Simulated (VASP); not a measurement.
A run of VASP 6.6.1:

Contents of INCAR:

```
SYSTEM = BP
ALGO     = Normal         ! electronic algorithm
EDIFF    = 1E-6           ! SCF threshold, eV
EDIFFG   = -0.005         ! ionic threshold
ENCUT    = 600            ! plane-wave cutoff, eV
GGA      = PS             ! functional
IBRION   = 2              ! ionic algorithm
ISIF     = 3              ! what is computed and relaxed
ISMEAR   = 0              ! smearing method
LASPH    = .True.         ! aspherical terms in the spheres
LCHARG   = .False.        ! write CHGCAR
LREAL    = .False.        ! projectors in reciprocal space
LWAVE    = .False.        ! write WAVECAR
NELM     = 60             ! most SCF steps
NSW      = 100            ! ionic steps
PREC     = Accurate       ! precision mode
SIGMA    = 0.02           ! smearing width, eV
```

Contents of KPOINTS:

```
k-points
0
Gamma
  10 10 10
  0 0 0
```

File POSCAR:

```
BP
1.0
    0.0000000000      2.2690000000      2.2690000000
    2.2690000000      0.0000000000      2.2690000000
    2.2690000000      2.2690000000      0.0000000000
B P
1 1
Direct
    0.0000000000      0.0000000000      0.0000000000
    0.7500000000      0.7500000000      0.7500000000
```

Potentials or basis: VASP PAW PBE potentials, release 64 (B, P).

Run with:

```bash
$ cat potpaw_PBE.64/B/POTCAR potpaw_PBE.64/P/POTCAR > POTCAR
$ mpirun -np 1 vasp_std > vasp.out
```

Hardware: 1 thread of Intel(R) Xeon(R) Platinum 8488C (Sapphire Rapids), on a shared host.

Problem. Estimate the wall time of this run.

Solution. Run time: 22 s on 1 thread of Intel(R) Xeon(R) Platinum 8488C (Sapphire Rapids), with other jobs on the host, peak memory 0.15 GiB. Counts: scf iterations 24, k points 47, ion steps 3.
